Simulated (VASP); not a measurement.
CaO: single point with PBE

The system is CaO.

```
Ca O
1.0
     5.80642    0.00000    0.00000
     0.00000    5.80642    0.00000
     0.00000    0.00000    8.70963
Ca O
12 12
Direct
  0.02048 0.99767 0.00769
  0.99331 0.00163 0.33278
  0.00308 0.99206 0.66695
  0.99046 0.47077 0.00441
  0.99517 0.49740 0.34510
  0.00442 0.50337 0.67422
  0.49273 0.98368 0.00732
  0.52395 0.99838 0.32506
  0.50046 0.99392 0.66975
  0.48867 0.51128 0.99883
  0.50256 0.51390 0.33277
  0.49417 0.50278 0.67632
  0.23921 0.24812 0.16818
  0.26358 0.27123 0.50343
  0.27685 0.23979 0.82042
  0.22292 0.78439 0.16016
  0.25095 0.75869 0.49234
  0.24232 0.73697 0.83796
  0.72265 0.26148 0.15217
  0.74502 0.28236 0.48162
  0.75278 0.23634 0.82546
  0.74990 0.74374 0.16472
  0.74005 0.75819 0.50103
  0.75991 0.76472 0.83628
```

```yaml
Program: VASP 6.6.1
Task: single point
Functional: PBE
Potentials_or_basis: VASP PAW PBE potentials, release 64 (Ca_sv, O)
Cutoff: 520 eV
k_mesh: 2 × 2 × 2
Occupations: fermi-dirac, width 0.086 eV
Spin: no spin polarisation
```

| Quantity | Value |
| --- | --- |
| Pressure | 6.2 GPa |
| Largest force | 1.929 eV/Å |
| Band gap on the k mesh | 2.80 eV (least direct gap 2.84 eV) |

Forces on the atoms (eV/Å):
```
Ca  -1.404 -0.556 -1.058
Ca   1.120 -0.036  0.291
Ca  -0.082  0.464  0.198
Ca  -0.429  0.834  0.107
Ca   0.522  0.311 -0.235
Ca  -0.336 -0.450 -0.132
Ca   1.098  1.161 -0.786
Ca  -1.196  0.849  0.799
Ca   0.155  0.493 -0.323
Ca   0.209 -0.967  0.165
Ca  -0.486 -0.639  0.455
Ca   0.496 -0.532 -0.894
O   -0.312  0.863 -0.219
O   -0.675 -0.331 -0.178
O   -0.912  0.049  1.000
O    1.242 -1.382  0.517
O   -0.406  0.280  0.269
O    0.406  0.075 -0.378
O    0.463 -0.585  0.221
O    0.475 -0.946  0.336
O    0.675  0.930 -0.286
O   -0.582  0.400  0.267
O    0.498  0.566 -0.044
O   -0.537 -0.852 -0.093
```

Stress tensor (GPa, compression positive):
```
 6.22 -0.17  0.15
-0.17  6.47 -0.55
 0.15 -0.55  5.92
```

Levels at points of the mesh, in eV from the valence-band top:
| k point | band 93 | band 94 | band 95 | band 96 | band 97 | band 98 | band 99 | band 100 |
| --- | --- | --- | --- | --- | --- | --- | --- | --- |
| (0.00, 0.00, 0.00) | -0.29 | -0.19 | -0.11 | -0.05 | 2.80 | 2.83 | 3.42 | 3.45 |
| (0.50, 0.00, 0.00) | -0.47 | -0.38 | -0.29 | -0.24 | 3.19 | 3.22 | 4.07 | 4.13 |
| (0.00, 0.50, 0.00) | -0.51 | -0.44 | -0.36 | -0.28 | 3.14 | 3.26 | 4.11 | 4.14 |
| (0.50, 0.50, 0.00) | -0.73 | -0.62 | -0.46 | -0.37 | 4.03 | 4.04 | 4.07 | 4.15 |
| (0.00, 0.00, 0.50) | -0.42 | -0.38 | -0.06 | 0.00 | 2.98 | 3.03 | 3.69 | 3.70 |
| (0.50, 0.00, 0.50) | -0.60 | -0.55 | -0.30 | -0.25 | 3.66 | 3.72 | 3.80 | 3.95 |
| (0.00, 0.50, 0.50) | -0.62 | -0.57 | -0.40 | -0.30 | 3.67 | 3.70 | 3.84 | 3.88 |
| (0.50, 0.50, 0.50) | -1.14 | -1.05 | -1.03 | -0.86 | 4.62 | 4.67 | 4.72 | 4.75 |

It took 20 min on 1 thread of Intel Xeon 8259CL (shared host), peak memory 0.49 GiB.

Caveat: the k points lie up to 0.54 Å⁻¹ apart; the atoms stand as in a frame of molecular dynamics; the structure was generated, so it needn't be the stable form of CaO; forces of over 1 eV/Å act on the atoms, so gaps and moduli don't describe the material at rest. A k mesh can miss the band edges.
